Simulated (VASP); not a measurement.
# W (I4/mmm) in VASP: a series of runs, part 2 of 2

VASP 6.6.1. The steps go on from the part before.

## Step 4: Single point, LDA (15.18 Å³/atom)

INCAR reads:

```
PREC = Accurate
ENCUT = 520
EDIFF = 1E-7
ISMEAR = 0
SIGMA = 0.15
LREAL = F
LASPH = T
NELM = 80
ALGO = Fast
ISIF = 2
LWAVE = F
LCHARG = T
GGA = CA
LELF = T
LVHAR = T
NBANDS = 13
```

KPOINTS reads:

```
Automatic mesh
0
Gamma
  22 22 22
```

POSCAR reads:

```
W
1.0
    0.0000000000      2.1781340187      1.5994038099
    2.1781340187      0.0000000000      1.5994038099
    2.1781340187      2.1781340187      0.0000000000
W
1
Direct
    0.0000000000      0.0000000000      0.0000000000
```

Potentials or basis: VASP PAW LDA potentials, release 64 (W_sv).

The run is started by

```
$ cat potpaw_LDA.64/W_sv/POTCAR > POTCAR
$ mpirun -np 1 vasp_std > vasp.out
```

OUTCAR:

```text
PREC = Accurate
   ENCUT = 520
   EDIFF = 1E-7
   ISMEAR = 0
   LREAL = F
   LASPH = T
   NELM = 80
   ISIF = 2
   GGA = CA

 ion  position               nearest neighbor table
   1  0.000  0.000  0.000-

  LATTYP: Found a body centered tetragonal cell.
 ALAT       =     3.0803466699
 C/A-ratio  =     1.0384570188

  Lattice vectors:

 A1 = (   0.0000000000,  -2.1781340187,  -1.5994038099)
 A2 = (   0.0000000000,   2.1781340187,  -1.5994038099)
 A3 = (   2.1781340187,   0.0000000000,   1.5994038099)

Analysis of symmetry for initial positions (statically):
=====================================================================
 Subroutine PRICEL returns:
 Original cell was already a primitive cell.

 Routine SETGRP: Setting up the symmetry group for a
 body centered tetragonal supercell.

 Subroutine GETGRP returns: Found 16 space group operations
 (whereof 16 operations were pure point group operations)
 out of a pool of 16 trial point group operations.

The static configuration has the point symmetry D_4h.

Analysis of symmetry for dynamics (positions and initial velocities):
=====================================================================
 Subroutine PRICEL returns:
 Original cell was already a primitive cell.

 Routine SETGRP: Setting up the symmetry group for a
 body centered tetragonal supercell.

 Subroutine GETGRP returns: Found 16 space group operations
 (whereof 16 operations were pure point group operations)
 out of a pool of 16 trial point group operations.

The dynamic configuration has the point symmetry D_4h.

 Subroutine INISYM returns: Found 16 space group operations
 (whereof 16 operations are pure point group operations),
 and found     1 'primitive' translations

----------------------------------------------------------------------------------------

                                     Primitive cell

  volume of cell :      15.1760

  direct lattice vectors                    reciprocal lattice vectors
[... 113 lines left out ...]
   IVDW    =     0    specifies the selected vdW correction
   LEPSILON=     F    determine dielectric tensor
   LRPA    =     F    only Hartree local field effects (RPA)
 non-spin polarized calculation
 RMM-DIIS sequential band-by-band and
 Gauss-broadening in eV      SIGMA  =   0.15
  energy-cutoff  :      520.00
  volume of cell :       15.18
 maximum number of plane-waves:       422
   NGX =  9   NGY =  9   NGZ = 11

 number of electron      14.0000001 magnetization

 Free energy of the ion-electron system (eV)
  ---------------------------------------------------
  ext. energy  EPLUGINS =         0.00000000
  ---------------------------------------------------
  free energy    TOTEN  =       -14.08291532 eV

  energy without entropy =      -14.07670022  energy(sigma->0) =      -14.07980777

 E-fermi :  11.9821     XC(G=0): -14.0751

 val. band max:       11.9820707492   @ k =  -0.3636   0.2727   0.0000
 cond. band min:      11.9869517839   @ k =  -0.3182   0.2727   0.0000
 fundamental gap:      0.0048810346
 Fermi energy:        11.9821292487

 k-point     1 :       0.0000    0.0000    0.0000
  band No.  band energies     occupation
      1     -61.7278      2.00000
      2     -25.4718      2.00000
      3     -25.4604      2.00000
      4     -25.4604      2.00000
      5       2.1860      2.00000
      6      10.4758      2.00000
      7      10.4758      2.00000
      8      10.9859      2.00000
      9      13.8919      0.00000
     10      14.5882      0.00000
     11      26.1659      0.00000
     12      26.8987      0.00000
     13      26.8987      0.00000
[... 354 lines left out ...]
  band No.  band energies     occupation
      1     -61.5624      2.00000
      2     -26.9456      2.00000
      3     -25.9322      2.00000
      4     -25.4917      2.00000
      5       5.5315      2.00000
      6       8.4908      2.00000
      7      12.0415      0.57589
      8      13.8153      0.00000
      9      15.5877      0.00000
     10      18.0956      0.00000
     11      23.8528      0.00000
     12      24.2196      0.00000
     13      30.0159      0.00000

 [... further k-points ...]

------------------------ aborting loop because EDIFF is reached ----------------------------------------

  FORCE on cell =-STRESS in cart. coord.  units (eV):
  Direction    XX          YY          ZZ          XY          YZ          ZX
  --------------------------------------------------------------------------------------
  -------------------------------------------------------------------------------------
  Total        1.1112825      1.1112825     -0.0608846      0.0000000      0.0000000      0.0000000
  in kB      117.3215332    117.3215332     -6.4277776      0.0000000      0.0000000      0.0000000
  external PRESSURE =      76.0717630 kB  Pullay stress =       0.0000000 kB

 VOLUME and BASIS-vectors are now :
 -----------------------------------------------------------------------------
  energy-cutoff  :      520.00
  volume of cell :       15.18
      direct lattice vectors                 reciprocal lattice vectors
     0.000000000  2.178134019  1.599403810    -0.229554286  0.229554286  0.312616487
     2.178134019  0.000000000  1.599403810     0.229554286 -0.229554286  0.312616487
     2.178134019  2.178134019  0.000000000     0.229554286  0.229554286 -0.312616487

 POSITION                                       TOTAL-FORCE (eV/Angst)
 -----------------------------------------------------------------------------------
      0.00000      0.00000      0.00000         0.000000      0.000000     -0.000000
 -----------------------------------------------------------------------------------
    total drift:                                0.000000     -0.000000     -0.000000

  FREE ENERGIE OF THE ION-ELECTRON SYSTEM (eV)
  ---------------------------------------------------
  free  energy   TOTEN  =       -14.0829153180 eV

  energy  without entropy=      -14.0767002248  energy(sigma->0) =      -14.07980777
```

stdout:

```text
POSCAR found type information on POSCAR W
 POSCAR found :  1 types and       1 ions
 scaLAPACK will be used
 LDA part: xc-table for (Slater(with rela. corr.)+CA(PZ))
 , standard interpolation
 POSCAR, INCAR and KPOINTS ok, starting setup
 FFT: planning ... GRIDC
 FFT: planning ... GRID_SOFT
 FFT: planning ... GRID
 WAVECAR not read
 entering main loop
WARNING in EDDRMM: call to ZHEGV failed, returncode =   8  4     12
WARNING in EDDRMM: call to ZHEGV failed, returncode =   6  3     13
WARNING in EDDRMM: call to ZHEGV failed, returncode =   8  4     11
WARNING in EDDRMM: call to ZHEGV failed, returncode =   8  4     13
WARNING in EDDRMM: call to ZHEGV failed, returncode =   6  3     13
```

Run time: 2.8 min. Hardware: 1 thread of AMD EPYC 7R43 (Zen 3), shared host; peak memory 0.21 GiB.

What came out:

```
Free energy            : -14.0829 eV
Pressure               : 7.6 GPa
Band gap on the k mesh : zero (bands 7 and 8 overlap by 6.45 eV)
```

Levels at points of the mesh, in eV from the Fermi level:
```tsv
k point	band 5	band 6	band 7	band 8	band 9	band 10
(0.00, 0.00, 0.00)	-9.80	-1.51	-1.51	-1.00	1.91	2.61
(0.50, 0.00, 0.00)	-6.56	-3.63	0.89	1.86	3.23	6.46
(0.50, 0.50, 0.00)	-6.28	-6.17	5.34	5.52	5.52	8.03
(0.50, 0.00, 0.50)	-6.57	-4.16	1.20	2.68	3.47	6.60
```

Caveat: the cell stands under pressure; spin-orbit coupling is left out, which moves the levels of the heavy elements.

## Step 5: Summary

| cell | further INCAR settings | gap on the mesh (eV) | pressure (GPa) |
| --- | --- | --- | --- |
| a = 2.702, b = 2.702, c = 3.134 Å, angles 54.6, 54.6, 70.9°, 1 atom | ALGO = Fast; EDIFF = 1e-07; NBANDS = 13 | none | 7.4 |
| a = 2.704, b = 2.704, c = 3.188 Å, angles 53.9, 53.9, 72.2°, 1 atom | ALGO = Fast; EDIFF = 1e-06; NBANDS = 13 | none | 8.1 |
| a = 2.702, b = 2.702, c = 3.080 Å, angles 55.3, 55.3, 69.5°, 1 atom | ALGO = Fast; EDIFF = 1e-07; NBANDS = 13 | none | 7.6 |

Alike in all rows: task single point; level LDA; potentials or basis VASP PAW LDA potentials, release 64 (W_sv); no spin polarisation; k mesh 22 × 22 × 22; cutoff (eV) 520; smearing gaussian 0.15 eV.

Caveats: the cell stands under pressure; spin-orbit coupling is left out, which moves the levels of the heavy elements.

Total energies depend on the potentials used, so only differences within one code and one set of settings carry meaning.
